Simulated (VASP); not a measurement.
A run of VASP 6.6.1:

File INCAR:

```
  PREC = Accurate
  ENCUT = 520
  EDIFF = 1E-6
  ISMEAR = 0
  SIGMA = 0.1
  LREAL = False
  LASPH = True
  NELM = 80
  ALGO = Normal
  ISIF = 2
  LWAVE = False
  LCHARG = False
  GGA = PS
  NBANDS = 10
```

File KPOINTS:

```
regular mesh
0
Gamma
  10 10 10
```

POSCAR

```
Rb
1.0
   -2.8573522396      2.8573522396      2.6545287614
    2.8573522396     -2.8573522396      2.6545287614
    2.8573522396      2.8573522396     -2.6545287614
Rb
1
Direct
    0.0000000000      0.0000000000      0.0000000000
```

Potentials or basis: VASP PAW PBE potentials, release 64 (Rb_sv).

Run with:

```bash
$ cat potpaw_PBE.64/Rb_sv/POTCAR > POTCAR
$ mpirun -np 1 vasp_std > vasp.out
```

Hardware: 1 thread of Intel(R) Xeon(R) 6975P-C (Granite Rapids) (shared host).

Q: Estimate the wall time of this run.

A: Wall time 21 s on 1 thread of Intel(R) Xeon(R) 6975P-C (Granite Rapids), on a shared host, peak memory 0.24 GiB. Counts: scf iterations 10, k points 102.
